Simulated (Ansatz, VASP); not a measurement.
# CsRb2PdF6 in VASP and in Ansatz

Contents of INCAR:

```
PREC = Accurate
ENCUT = 520
EDIFF = 1E-6
ISMEAR = -1
SIGMA = 0.1
LREAL = False
LASPH = True
NELM = 60
ALGO = Normal
ISIF = 2
LWAVE = False
LCHARG = True
GGA = CA
LELF = True
LVHAR = True
NBANDS = 50
```

Contents of KPOINTS:

```
Automatic mesh
0
Gamma
  4 4 4
```

File POSCAR:

```
CsRb2PdF6
1.0
    0.0000000000      4.8121530000      4.8121530000
    4.8121530000      0.0000000000      4.8121530000
    4.8121530000      4.8121530000      0.0000000000
Cs Rb Pd F
1 2 1 6
Direct
    0.5000000000      0.5000000000      0.5000000000
    0.7500000000      0.7500000000      0.7500000000
    0.2500000000      0.2500000000      0.2500000000
    0.0000000000      0.0000000000      0.0000000000
    0.7857710000      0.2142290000      0.2142290000
    0.2142290000      0.2142290000      0.7857710000
    0.2142290000      0.7857710000      0.7857710000
    0.2142290000      0.7857710000      0.2142290000
    0.7857710000      0.2142290000      0.7857710000
    0.7857710000      0.7857710000      0.2142290000
```

Input for Ansatz:

```yaml
crystal:
  lattice:
    - [0.0, 4.812153, 4.812153]
    - [4.812153, 0.0, 4.812153]
    - [4.812153, 4.812153, 0.0]
  atoms:
    - { symbol: Cs, position: [0.5, 0.5, 0.5] }
    - { symbol: Rb, position: [0.75, 0.75, 0.75] }
    - { symbol: Rb, position: [0.25, 0.25, 0.25] }
    - { symbol: Pd, position: [0.0, 0.0, 0.0] }
    - { symbol: F, position: [0.785771, 0.21422899999999998, 0.21422899999999998] }
    - { symbol: F, position: [0.21422899999999998, 0.21422899999999998, 0.785771] }
    - { symbol: F, position: [0.21422899999999998, 0.785771, 0.785771] }
    - { symbol: F, position: [0.21422899999999998, 0.785771, 0.21422899999999998] }
    - { symbol: F, position: [0.785771, 0.21422899999999998, 0.785771] }
    - { symbol: F, position: [0.785771, 0.785771, 0.21422899999999998] }
basis:
  ecutwfc: 476.19925930478996
kpoints:
  mp_grid:
    grid: [4, 4, 4]
    shift: [0.0, 0.0, 0.0]
  band_path:
    path:
      - [0.375, 0.375, 0.75]
      - [0.0, 0.0, 0.0]
      - [0.5, 0.5, 0.5]
      - [0.5, 0.25, 0.75]
      - [0.5, 0.0, 0.5]
    npoints: 10
hamiltonian:
  xc: lda
  pseudopotentials:
    kind: paw
scf:
  n_extra_bands: 8
  occupations:
    method: fermi_dirac
output:
  write_density: true
  stress: true
```

Alike in both runs: task single point; functional LDA; k mesh 4 × 4 × 4; no spin polarisation.

|  | VASP | Ansatz |
| --- | --- | --- |
| version | VASP 6.6.1 | Ansatz 0.2.0 |
| potentials or method | VASP PAW LDA potentials, release 64 (Cs_sv, Rb_sv, Pd, F), cutoff 520 eV | plane waves, PAW |
| occupations | fermi-dirac, width 0.1 eV | fermi-dirac |
| valence electrons in the cell | 79 | 87 |

|  | VASP | Ansatz | Ansatz less VASP |
| --- | --- | --- | --- |
| gap on the k mesh at the Fermi level (eV) | none | none | - |
| pressure (GPa) | -4.9 | -4.9 | +0.02 |

LDA's correlation is that of Perdew and Zunger in VASP and of Perdew and Wang (1992) in Ansatz. A gap of «none» marks a metal or a gap that the smearing closes. VASP's potentials hold 79 valence electrons a cell and Ansatz's 87, so a difference there can come from the potentials and not from the codes.

Spin-orbit coupling is off throughout.
